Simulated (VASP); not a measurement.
# BaZrO3: single point with PBE

BaZrO3:

```
CELL_PARAMETERS angstrom
4.25583 -0.04524 0.00394
-0.04524 4.18271 -0.04095
0.00394 -0.04095 4.23772
ATOMIC_POSITIONS crystal
Ba 0.99003 0.98642 0.99708
Zr 0.50608 0.50567 0.53459
O 0.00759 0.51145 0.49377
O 0.48861 0.49131 0.96359
O 0.50770 0.00515 0.51096
```

This cell differs from its parent crystal: atoms moved at random and the cell strained at random.

| Item | Value |
| --- | --- |
| Program | VASP 6.6.1 |
| Task | single point |
| Functional | PBE |
| Potentials or basis | VASP PAW PBE potentials, release 64 (Ba_sv, Zr_sv, O) |
| Cutoff | 520 eV |
| k mesh | 8 × 8 × 8 |
| Occupations | gaussian, width 0.05 eV |
| Spin | no spin polarisation |
| Dipole correction | no |
| Further INCAR settings | ALGO = Normal; EDIFF = 1e-07; NBANDS = 28 |

The pressure is 7.5 GPa and the largest force is 4.304 eV/Å. The band gap on the k mesh is 3.15 eV, indirect (least direct gap 3.51 eV).

Forces on the atoms (eV/Å):
```
Ba   0.303  0.336  0.410
Zr  -0.161 -0.208 -4.010
O   -0.340 -0.022 -0.218
O    0.109  0.108  4.301
O    0.090 -0.215 -0.483
```

Stress tensor (GPa, compression positive):
```
 1.15  1.86 -0.11
 1.86  5.65  1.46
-0.11  1.46 15.80
```

Levels at points of the mesh, in eV from the valence-band top:
| k point | band 18 | band 19 | band 20 | band 21 | band 22 | band 23 |
| --- | --- | --- | --- | --- | --- | --- |
| (0.00, 0.00, 0.00) | -0.77 | -0.52 | -0.36 | 3.15 | 3.72 | 3.84 |
| (0.50, 0.00, 0.00) | -1.34 | -0.86 | -0.75 | 4.13 | 5.42 | 5.53 |
| (0.00, 0.50, 0.00) | -1.34 | -1.00 | -0.81 | 4.25 | 5.55 | 5.72 |
| (0.50, 0.50, 0.00) | -1.28 | -0.96 | -0.07 | 5.68 | 5.85 | 6.23 |
| (0.00, 0.00, 0.50) | -1.64 | -0.53 | -0.41 | 3.64 | 5.77 | 5.86 |
| (0.50, 0.00, 0.50) | -1.00 | -0.81 | -0.42 | 5.42 | 5.81 | 6.23 |
| (0.00, 0.50, 0.50) | -0.87 | -0.87 | -0.34 | 5.57 | 5.98 | 6.16 |
| (0.50, 0.50, 0.50) | -0.33 | -0.27 | 0.00 | 5.59 | 5.71 | 5.86 |

Wall time 12 min on 1 thread of AMD EPYC 7R13 (shared host), peak memory 0.56 GiB.

Caveat: the cell differs from its parent crystal (atoms moved at random and the cell strained at random); spin-orbit coupling is left out, which moves the levels of the heavy elements; forces of over 1 eV/Å act on the atoms, so gaps and moduli don't describe the material at rest. A k mesh can miss the band edges.
